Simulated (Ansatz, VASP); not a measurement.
**Re in VASP and in Ansatz**

```
Re
1.0
     0.00000    2.02438    2.02438
     2.02438    0.00000    2.02438
     2.02438    2.02438    0.00000
Re
1
Cartesian
  0.0000 0.0000 0.0000
```

Change from the starting cell: strain +0.025 along x and y, +0.025 along z, atoms carried along.

Alike in both runs: task single point; functional r2SCAN; k mesh 20 × 20 × 20; occupations gaussian, width 0.15 eV; no spin polarisation.

|  | VASP | Ansatz |
| --- | --- | --- |
| version | VASP 6.6.1 | Ansatz 0.2.0 |
| potentials or method | VASP PAW PBE potentials, release 64 (Re), cutoff 520 eV | scalar-relativistic, plane waves, PAW |
| valence electrons in the cell | 7 | 15 |

```csv
,VASP,Ansatz,Ansatz less VASP
gap on the k mesh at the Fermi level (eV),none,none,-
pressure (GPa),-35.6,-35.0,+0.61
```

VASP's potentials were made for PBE, not for r2SCAN. A gap of «none» marks a metal or a gap that the smearing closes. Both programs put the cell under strong tension, so it lies far from rest at this level. VASP's potentials hold 7 valence electrons a cell and Ansatz's 15, so a difference there can come from the potentials and not from the codes.

Neither program's run includes spin-orbit coupling. Noted on VASP's run: the cell as given lies far from equilibrium.
